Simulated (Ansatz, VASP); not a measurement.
## Two plane-wave programs on KI

The input POSCAR:

```
KI
1.0
    0.0000000000      3.5445661365      3.5445661365
    3.7377449909      0.0000000000      3.5445661365
    3.7377449909      3.5445661365      0.0000000000
K I
1 1
Direct
    0.0000000000      0.0000000000      0.0000000000
    0.5000000000      0.5000000000      0.5000000000
```

Contents of INCAR.step1:

```
SYSTEM = KI
ALGO = Normal ; EDIFF = 1E-5
ENCUT = 520 ; GGA = PE
ISIF = 2 ; ISMEAR = 0
LASPH = .TRUE. ; LCHARG = .FALSE.
LREAL = .FALSE. ; LWAVE = .TRUE.
NBANDS = 15 ; NELM = 100
PREC = Accurate ; SIGMA = 0.01
```

The input INCAR.step2:

```
SYSTEM = KI
ALGO = Normal ; EDIFF = 1E-7
ENCUT = 520 ; GGA = PE
HFSCREEN = 0.2079 ; ISIF = 2
ISMEAR = 0 ; ISTART = 1
LASPH = .TRUE. ; LCHARG = .FALSE.
LHFCALC = .TRUE. ; LREAL = .FALSE.
LWAVE = .FALSE. ; NBANDS = 15
NELM = 100 ; PREC = Accurate
PRECFOCK = Normal ; SIGMA = 0.01
```

File KPOINTS:

```
k-points
0
G
  4 4 4
  0 0 0
```

Input for Ansatz:

```yaml
crystal:
  lattice:
    - [0.0, 3.5445661365, 3.5445661365]
    - [3.7377449909, 0.0, 3.5445661365]
    - [3.7377449909, 3.5445661365, 0.0]
  atoms:
    - { symbol: K, position: [0.0, 0.0, 0.0] }
    - { symbol: I, position: [0.5, 0.5, 0.5] }
kpoints:
  mp_grid: { grid: [4, 4, 4] }
  band_path:
    path:
      - [0.0, 0.0, 0.0]
      - [0.5, 0.0, 0.5]
      - [0.625, 0.25, 0.625]
      - [0.375, 0.375, 0.75]
      - [0.5, 0.5, 0.5]
      - [0.5, 0.25, 0.75]
    npoints: 1
hamiltonian:
  xc: hse06
scf:
  occupations: { method: fixed }
  n_extra_bands: 4
output:
  forces: true
  stress: true
  eigenvalues: true
```

Change from the starting cell: uniaxial_x strain +5.5%.

Alike in both runs: task single point; functional HSE06; k mesh 4 × 4 × 4; no spin polarisation.

```csv
,VASP,Ansatz
version,VASP 6.6.1,Ansatz 0.2.0
potentials or method,"VASP PAW PBE potentials, release 64 (K_sv, I)","plane waves, PAW"
plane-wave cutoff (eV),520,420
occupations,"gaussian, width 0.01 eV",fixed
valence electrons in the cell,16,26
```

```tsv
	VASP	Ansatz	Ansatz less VASP
gap on the k mesh at the Fermi level (eV)	4.80	4.81	+0.009
pressure (GPa)	-0.2	-0.2	0.00
traceless stress, the component that is largest in VASP (GPa)	-0.59	-0.58	+0.005
```

VASP's potentials hold 16 valence electrons a cell and Ansatz's 26, so a difference there can come from the potentials and not from the codes. Ansatz's warnings: stress exchange threshold loose, stress scf threshold loose.

Neither program's run includes spin-orbit coupling.
